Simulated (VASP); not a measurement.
# SnSe2 (P-3m1) in VASP: further runs

The runs below take SnSe2 through single point, with PBE, r2SCAN.

Everything below comes from runs of VASP 6.6.1. Logs are shortened: lines on timing, memory, paths and dates and some standing lists are left out, and cuts for length are marked.

## 1. The cell of the first run

The structure is trigonal, space group P-3m1 (No. 164). The conventional cell has a = 3.825 Å, b = 3.825 Å, c = 6.227 Å, α = 90.00°, β = 90.00°, γ = 120.00°. Within 3.6 Å of Sn (site symmetry -3m) lie 6 Se at 2.71 Å. Se (site symmetry 3m) has 3 Sn at 2.71 Å within 3.6 Å.

## 2. Single point, PBE

INCAR

```
PREC = Accurate ; ENCUT = 520
EDIFF = 1E-6 ; ISMEAR = 0
SIGMA = 0.01 ; LREAL = F
LASPH = T ; NELM = 80
ALGO = Normal ; ISIF = 2
LWAVE = F ; LCHARG = F
GGA = PE ; NBANDS = 20
```

KPOINTS

```
Automatic mesh
0
Gamma
  6 6 4
```

POSCAR

```
SnSe2
1.0
    3.8251638426      0.0000000000      0.0000000000
   -1.9125819213      3.3126890613      0.0000000000
    0.0000000000      0.0000000000      6.2270560849
Sn Se
1 2
Direct
    0.0000000000      0.0000000000      0.0000000000
    0.3333333333      0.6666666667      0.2530760455
    0.6666666667      0.3333333333      0.7469239545
```

Potentials or basis: VASP PAW PBE potentials, release 64 (Sn_d, Se).

Started as:

```console
cat potpaw_PBE.64/Sn_d/POTCAR potpaw_PBE.64/Se/POTCAR > POTCAR
mpirun -np 1 vasp_std > vasp.out
```

OUTCAR:

```text
PREC = Accurate
   ENCUT = 520
   EDIFF = 1E-6
   ISMEAR = 0
   LREAL = F
   LASPH = T
   NELM = 80
   ISIF = 2
   GGA = PE

 ion  position               nearest neighbor table
   1  0.000  0.000  0.000-   2 2.71   3 2.71   2 2.71   3 2.71   3 2.71   2 2.71
   2  0.333  0.667  0.253-   1 2.71   1 2.71   1 2.71
   3  0.667  0.333  0.747-   1 2.71   1 2.71   1 2.71

  LATTYP: Found a hexagonal cell.
 ALAT       =     3.8251638426
 C/A-ratio  =     1.6279187876

  Lattice vectors:

 A1 = (   3.8251638426,   0.0000000000,   0.0000000000)
 A2 = (  -1.9125819213,   3.3126890613,   0.0000000000)
 A3 = (   0.0000000000,   0.0000000000,   6.2270560849)

Analysis of symmetry for initial positions (statically):
=====================================================================
 Subroutine PRICEL returns:
 Original cell was already a primitive cell.

 Routine SETGRP: Setting up the symmetry group for a
 hexagonal supercell.

 Subroutine GETGRP returns: Found 12 space group operations
 (whereof 12 operations were pure point group operations)
 out of a pool of 24 trial point group operations.

The static configuration has the point symmetry D_3d.

Analysis of symmetry for dynamics (positions and initial velocities):
=====================================================================
 Subroutine PRICEL returns:
 Original cell was already a primitive cell.

 Routine SETGRP: Setting up the symmetry group for a
 hexagonal supercell.

 Subroutine GETGRP returns: Found 12 space group operations
 (whereof 12 operations were pure point group operations)
 out of a pool of 24 trial point group operations.

The dynamic configuration has the point symmetry D_3d.

 Subroutine INISYM returns: Found 12 space group operations
 (whereof 12 operations are pure point group operations),
 and found     1 'primitive' translations

----------------------------------------------------------------------------------------

                                     Primitive cell

  volume of cell :      78.9066

  direct lattice vectors                    reciprocal lattice vectors
     3.825163843  0.000000000  0.000000000     0.261426710  0.150934782  0.000000000
    -1.912581921  3.312689061  0.000000000     0.000000000  0.301869563  0.000000000
     0.000000000  0.000000000  6.227056085     0.000000000  0.000000000  0.160589528

  length of vectors
     3.825163843  3.825163843  6.227056085     0.301869563  0.301869563  0.160589528

  position of ions in fractional coordinates (direct lattice)
     0.000000000  0.000000000  0.000000000
     0.333333333  0.666666667  0.253076046
     0.666666667  0.333333333  0.746923954

  ion indices of the primitive-cell ions
   primitive index   ion index
                 1           1
                 2           2
                 3           3

----------------------------------------------------------------------------------------

 KPOINTS: Automatic mesh

Automatic generation of k-mesh.
 Grid dimensions read from file:
 generate k-points for:    6    6    4

 Generating k-lattice:

  Cartesian coordinates                     Fractional coordinates (reciprocal lattice)
     0.043571118  0.025155797  0.000000000     0.166666667  0.000000000  0.000000000
     0.000000000  0.050311594  0.000000000     0.000000000  0.166666667  0.000000000
     0.000000000  0.000000000  0.040147382     0.000000000  0.000000000  0.250000000

  Length of vectors
     0.050311594  0.050311594  0.040147382

  Shift w.r.t. Gamma in fractional coordinates (k-lattice)
     0.000000000  0.000000000  0.000000000

 Subroutine IBZKPT returns following result:
 ===========================================

 Found     24 irreducible k-points:

 Following reciprocal coordinates:
            Coordinates               Weight
  0.000000  0.000000  0.000000      1.000000
  0.166667  0.000000  0.000000      6.000000
  0.333333  0.000000  0.000000      6.000000
  0.500000  0.000000  0.000000      3.000000
  0.166667  0.166667  0.000000      6.000000
  0.333333  0.166667  0.000000     12.000000
[... 16 lines left out ...]
  0.333333  0.166667  0.500000     12.000000
  0.333333  0.333333  0.500000      2.000000
   k-points           NKPTS =     24   k-points in BZ     NKDIM =     24   number of bands    NBANDS=     20
   number of dos      NEDOS =    301   number of ions     NIONS =      3
   total plane-waves  NPLWV =  37632
   dimension x,y,z NGX =    28 NGY =   28 NGZ =   48
   dimension x,y,z NGXF=    56 NGYF=   56 NGZF=   96
   ions per type =               1   2
   NGX,Y,Z   is equivalent  to a cutoff of  12.17, 12.17, 12.81 a.u.
   NGXF,Y,Z  is equivalent  to a cutoff of  24.34, 24.34, 25.63 a.u.
 SYSTEM =  unknown system
   PREC   = accura    normal or accurate (medium, high low for compatibility)
   ISTART =      0    job   : 0-new  1-cont  2-samecut
   ICHARG =      2    charge: 1-file 2-atom 10-const
   ISPIN  =      1    spin polarized calculation?
   LNONCOLLINEAR =      F non collinear calculations
   LSORBIT =      F    spin-orbit coupling
   LASPH  =      T    aspherical Exc in radial PAW
   ENCUT  =  520.0 eV  38.22 Ry    6.18 a.u.   7.11  7.11 11.58*2*pi/ulx,y,z
   NELM   =     80;   NELMIN=  2; NELMDL= -5     # of ELM steps
   EDIFF  = 0.1E-05   stopping-criterion for ELM
   LREAL  =      F    real-space projection
   EDIFFG = 0.1E-04   stopping-criterion for IOM
   NSW    =      0    number of steps for IOM
   IBRION =     -1    ionic relax: 0-MD 1-quasi-New 2-CG
   NFREE  =      0    steps in history (QN), initial steepest desc. (CG)
   ISIF   =      2    stress and relaxation
   ISYM   =      2    0-nonsym 1-usesym 2-fastsym
   POTIM  = 0.5000    time-step for ionic-motion
   TEBEG  =    0.0;   TEEND  =   0.0 temperature during run
   PSTRESS=    0.0 pullay stress
   NELECT =      26.0000    total number of electrons
   NUPDOWN=      -1.0000    fix difference up-down
   EMIN   =  10.00;   EMAX   =-10.00  energy-range for DOS
   EFERMI =   0.00;   METHOD = LEGACY
   ISMEAR =     0;   SIGMA  =   0.01  broadening in eV -4-tet -1-fermi 0-gaus
   EFERMI_NEDOS =   21; number of points for ismear=-14 and -15
   IALGO  =     38    algorithm
   IMIX   =      4    mixing-type and parameters
     AMIX     =   0.40;   BMIX     =  1.00
     AMIX_MAG =   1.60;   BMIX_MAG =  1.00
  volume/ion in A,a.u.               =      26.30       177.50
  Fermi-wavevector in a.u.,A,eV,Ry     =   1.130737  2.136782 17.395936  1.278565
  Thomas-Fermi vector in A             =   2.267434
   LORBIT       =      0    0 simple, 1 ext, 2 COOP (PROOUT), +10 PAW based schemes
   GGA     = PE    functional components
   LHFCALC =     F    Hartree Fock is set to
   AEXX    =    0.0000 exact exchange contribution
   IVDW    =     0    specifies the selected vdW correction
   LEPSILON=     F    determine dielectric tensor
   LRPA    =     F    only Hartree local field effects (RPA)
 non-spin polarized calculation
 Gauss-broadening in eV      SIGMA  =   0.01
  energy-cutoff  :      520.00
  volume of cell :       78.91
 maximum number of plane-waves:      2148
   NGX = 15   NGY = 15   NGZ = 23

 number of electron      26.0000000 magnetization

 Free energy of the ion-electron system (eV)
  ---------------------------------------------------
  ext. energy  EPLUGINS =         0.00000000
  ---------------------------------------------------
  free energy    TOTEN  =       -11.81273761 eV

  energy without entropy =      -11.81273761  energy(sigma->0) =      -11.81273761

 E-fermi :   3.9479     XC(G=0):  -9.3733

 val. band max:        3.8921547735   @ k =   0.1667   0.0000   0.0000
 cond. band min:       4.6789203887   @ k =   0.5000   0.0000   0.5000
 fundamental gap:      0.7867656151
 Fermi energy:         3.9478536858

 k-point     1 :       0.0000    0.0000    0.0000
  band No.  band energies     occupation
      1     -17.2886      2.00000
      2     -17.2886      2.00000
      3     -17.2529      2.00000
      4     -17.2407      2.00000
      5     -17.2407      2.00000
      6      -9.8293      2.00000
[... 12 lines left out ...]
     19      12.9310      0.00000
     20      12.9310      0.00000

 k-point     2 :       0.1667    0.0000    0.0000
  band No.  band energies     occupation
      1     -17.3000      2.00000
      2     -17.2798      2.00000
      3     -17.2487      2.00000
      4     -17.2436      2.00000
      5     -17.2392      2.00000
      6      -9.5637      2.00000
[... 12 lines left out ...]
     19      12.1864      0.00000
     20      13.2082      0.00000

 k-point     3 :       0.3333    0.0000    0.0000
  band No.  band energies     occupation
      1     -17.3263      2.00000
      2     -17.2694      2.00000
      3     -17.2585      2.00000
      4     -17.2287      2.00000
      5     -17.2275      2.00000
      6      -8.8593      2.00000
[... 12 lines left out ...]
     19      12.9447      0.00000
     20      13.7017      0.00000

 k-point     4 :       0.5000    0.0000    0.0000
  band No.  band energies     occupation
      1     -17.3402      2.00000
      2     -17.2679      2.00000
      3     -17.2632      2.00000
      4     -17.2197      2.00000
      5     -17.2189      2.00000
      6      -8.2565      2.00000
[... 12 lines left out ...]
     19      13.8497      0.00000
     20      14.5455      0.00000

 k-point     5 :       0.1667    0.1667    0.0000
  band No.  band energies     occupation
      1     -17.3133      2.00000
      2     -17.2771      2.00000
      3     -17.2514      2.00000
      4     -17.2418      2.00000
      5     -17.2272      2.00000
      6      -9.0729      2.00000
[... 12 lines left out ...]
     19      10.9924      0.00000
     20      14.0411      0.00000

 k-point     6 :       0.3333    0.1667    0.0000
  band No.  band energies     occupation
      1     -17.3263      2.00000
      2     -17.2791      2.00000
      3     -17.2550      2.00000
      4     -17.2307      2.00000
      5     -17.2191      2.00000
      6      -8.3256      2.00000
[... 12 lines left out ...]
     19      12.5382      0.00000
     20      13.9431      0.00000

 k-point     7 :       0.3333    0.3333    0.0000
  band No.  band energies     occupation
      1     -17.3045      2.00000
      2     -17.3045      2.00000
      3     -17.2396      2.00000
      4     -17.2396      2.00000
      5     -17.2223      2.00000
      6      -7.8307      2.00000
[... 12 lines left out ...]
     19      12.4562      0.00000
     20      12.4562      0.00000
[... 277 lines left out ...]
 k-point    20 :       0.3333    0.0000    0.5000
  band No.  band energies     occupation
      1     -17.3264      2.00000
      2     -17.2694      2.00000
      3     -17.2586      2.00000
      4     -17.2287      2.00000
      5     -17.2274      2.00000
      6      -8.7092      2.00000
[... 12 lines left out ...]
     19      13.5799      0.00000
     20      13.7841      0.00000

 k-point    21 :       0.5000    0.0000    0.5000
  band No.  band energies     occupation
      1     -17.3404      2.00000
      2     -17.2679      2.00000
      3     -17.2632      2.00000
      4     -17.2197      2.00000
      5     -17.2188      2.00000
      6      -8.1590      2.00000
[... 12 lines left out ...]
     19      13.5379      0.00000
     20      14.5503      0.00000

 k-point    22 :       0.1667    0.1667    0.5000
  band No.  band energies     occupation
      1     -17.3134      2.00000
      2     -17.2771      2.00000
      3     -17.2514      2.00000
      4     -17.2418      2.00000
      5     -17.2272      2.00000
      6      -8.9122      2.00000
[... 12 lines left out ...]
     19      11.9645      0.00000
     20      13.0870      0.00000

 k-point    23 :       0.3333    0.1667    0.5000
  band No.  band energies     occupation
      1     -17.3265      2.00000
      2     -17.2792      2.00000
      3     -17.2551      2.00000
      4     -17.2307      2.00000
      5     -17.2190      2.00000
      6      -8.2183      2.00000
[... 12 lines left out ...]
     19      12.3260      0.00000
     20      13.6799      0.00000

 k-point    24 :       0.3333    0.3333    0.5000
  band No.  band energies     occupation
      1     -17.3046      2.00000
      2     -17.3046      2.00000
      3     -17.2396      2.00000
      4     -17.2396      2.00000
      5     -17.2222      2.00000
      6      -7.8183      2.00000
[... 12 lines left out ...]
     19      13.0758      0.00000
     20      13.0956      0.00000

------------------------ aborting loop because EDIFF is reached ----------------------------------------

  FORCE on cell =-STRESS in cart. coord.  units (eV):
  Direction    XX          YY          ZZ          XY          YZ          ZX
  --------------------------------------------------------------------------------------
  -------------------------------------------------------------------------------------
  Total        1.4804115      1.4804115      1.4816092     -0.0000000     -0.0000000      0.0000000
  in kB       30.0593465     30.0593465     30.0836663     -0.0000000     -0.0000000      0.0000000
  external PRESSURE =      30.0674531 kB  Pullay stress =       0.0000000 kB

 VOLUME and BASIS-vectors are now :
 -----------------------------------------------------------------------------
  energy-cutoff  :      520.00
  volume of cell :       78.91
      direct lattice vectors                 reciprocal lattice vectors
     3.825163843  0.000000000  0.000000000     0.261426710  0.150934782  0.000000000
    -1.912581921  3.312689061  0.000000000     0.000000000  0.301869563  0.000000000
     0.000000000  0.000000000  6.227056085     0.000000000  0.000000000  0.160589528

 POSITION                                       TOTAL-FORCE (eV/Angst)
 -----------------------------------------------------------------------------------
      0.00000      0.00000      0.00000        -0.000000      0.000000     -0.000000
     -0.00000      2.20846      1.57592         0.000000     -0.000000      0.261828
      1.91258      1.10423      4.65114        -0.000000      0.000000     -0.261828
 -----------------------------------------------------------------------------------
    total drift:                               -0.000000     -0.000000      0.000000

  FREE ENERGIE OF THE ION-ELECTRON SYSTEM (eV)
  ---------------------------------------------------
  free  energy   TOTEN  =       -11.8127376142 eV

  energy  without entropy=      -11.8127376142  energy(sigma->0) =      -11.81273761
```

It took 55 s on 1 thread of Intel Xeon 8259CL, shared host; peak memory 0.2 GiB.

Results:

```yaml
Free_energy: -11.8127 eV
Pressure: 3.0 GPa
Largest_force: 0.262 eV/Å
Band_gap_on_the_k_mesh: 0.79 eV (least direct gap 1.12 eV)
```

Forces in eV/Å, atoms in the order of the input:
```
Sn   0.000  0.000  0.000
Se   0.000  0.000  0.262
Se   0.000  0.000 -0.262
```

Caveat: the cell stands under pressure; semilocal functionals underestimate gaps, and a narrow one can read as zero; spin-orbit coupling is left out, which moves the levels of the heavy elements; this functional lacks dispersion, which binds layers or chains, so the pressure and a relaxed spacing across them are unreliable. A k mesh can miss the band edges.

## 3. Single point, r2SCAN

POSCAR is that of step 2.

INCAR.step1

```
PREC     = Accurate       # precision mode
ENCUT    = 520            # plane-wave cutoff, eV
ISMEAR   = 0              # smearing method
SIGMA    = 0.01           # smearing width, eV
LREAL    = False          # projectors in reciprocal space
LASPH    = True           # aspherical terms in the spheres
NELM     = 80             # most SCF steps
NBANDS   = 20             # bands
GGA      = PE             # functional
ALGO     = Normal         # electronic algorithm
EDIFF    = 1E-4           # SCF threshold, eV
LWAVE    = True           # write WAVECAR
LCHARG   = False          # write CHGCAR
```

INCAR.step2

```
PREC     = Accurate       # precision mode
ENCUT    = 520            # plane-wave cutoff, eV
EDIFF    = 1E-6           # SCF threshold, eV
ISMEAR   = 0              # smearing method
SIGMA    = 0.01           # smearing width, eV
LREAL    = False          # projectors in reciprocal space
LASPH    = True           # aspherical terms in the spheres
NELM     = 80             # most SCF steps
ALGO     = Normal         # electronic algorithm
ISIF     = 2              # what is computed and relaxed
LWAVE    = False          # write WAVECAR
LCHARG   = True           # write CHGCAR
METAGGA  = R2SCAN         # meta-GGA
LMIXTAU  = True         
LELF     = True           # ELF
LVHAR    = True         
NBANDS   = 20             # bands
ISTART   = 1
```

KPOINTS is that of step 2.

Potentials or basis: VASP PAW PBE potentials, release 64 (Sn_d, Se).

Started as:

```console
cat potpaw_PBE.64/Sn_d/POTCAR potpaw_PBE.64/Se/POTCAR > POTCAR
cp INCAR.step1 INCAR
mpirun -np 1 vasp_std > vasp.out
cp INCAR.step2 INCAR
mpirun -np 1 vasp_std > vasp.out
```

It took 4.8 min on 1 thread of Intel Xeon 8259CL, shared host; peak memory 0.21 GiB.

It converged, with:

```yaml
Free_energy: -54.6167 eV
Pressure: 1.0 GPa
Largest_force: 0.026 eV/Å
Band_gap_on_the_k_mesh: 1.07 eV (least direct gap 1.51 eV)
```

Forces in eV/Å, atoms in the order of the input:
```
Sn   0.000  0.000  0.000
Se   0.000  0.000 -0.026
Se   0.000  0.000  0.026
```

Stress tensor (GPa, compression positive):
```
1.07 0.00 0.00
0.00 1.07 0.00
0.00 0.00 0.89
```

Levels at points of the mesh, in eV from the valence-band top:
```
           k point  band 9  band 10  band 11  band 12  band 13  band 14  band 15  band 16  band 17  band 18
(0.00, 0.00, 0.00)   -0.53    -0.53    -0.25    -0.25    -0.05     1.49     3.63     5.12     5.12     8.74
(0.50, 0.00, 0.00)   -4.36    -2.87    -2.49    -1.17    -0.22     1.46     4.32     5.83     5.91     7.49
(0.00, 0.00, 0.50)   -2.06    -0.63    -0.63    -0.09    -0.09     2.87     3.57     4.85     4.85     8.64
(0.50, 0.00, 0.50)   -4.81    -2.31    -1.95    -0.77    -0.62     1.07     4.71     5.25     6.37     6.67
```

Caveat: the PAW data sets were made with another functional, which shifts forces and pressure a little; spin-orbit coupling is left out, which moves the levels of the heavy elements.
